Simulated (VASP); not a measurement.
Ge, 3 atoms in the cell. Symmetry: P6/mmm, No. 191, hexagonal system. The conventional cell has a = 3.981 Å, b = 3.981 Å, c = 2.343 Å, α = 90.00°, β = 90.00°, γ = 120.00°. Ge (site symmetry 6/mmm) has 14 Ge at 2.34 to 2.58 Å within 3.1 Å. Within 3.0 Å of Ge (site symmetry -6m2) lie 11 Ge at 2.30 to 2.58 Å. This isn't the form of Ge at room conditions, which is diamond.

```yaml
Program: VASP 6.6.1
Task: relaxation of cell and atoms
Functional: LDA
Potentials_or_basis: VASP PAW LDA potentials, release 64 (Ge_d)
Cutoff: 600 eV
k_mesh: 9 × 9 × 13
Occupations: fermi-dirac, width 0.08 eV
Spin: no spin polarisation
Target_pressure: 130 GPa
Dipole_correction: no
Further_INCAR_settings: ALGO = Normal; EDIFF = 1e-07; IBRION = 2; EDIFFG = -0.005; NSW = 32; ISIF = 3
```

Potentials or basis: VASP PAW LDA potentials, release 64 (Ge_d).

Run with:

```console
$ cat potpaw_LDA.64/Ge_d/POTCAR > POTCAR
$ mpirun -np 1 vasp_std > vasp.out
```

Hardware: 1 thread of Intel Xeon 8259CL (shared host).

Estimate the wall time of this run.

Wall time 2.4 min on 1 thread of Intel Xeon 8259CL (shared host), peak memory 0.19 GiB. Counts: scf iterations 29, k points 84, ion steps 3.
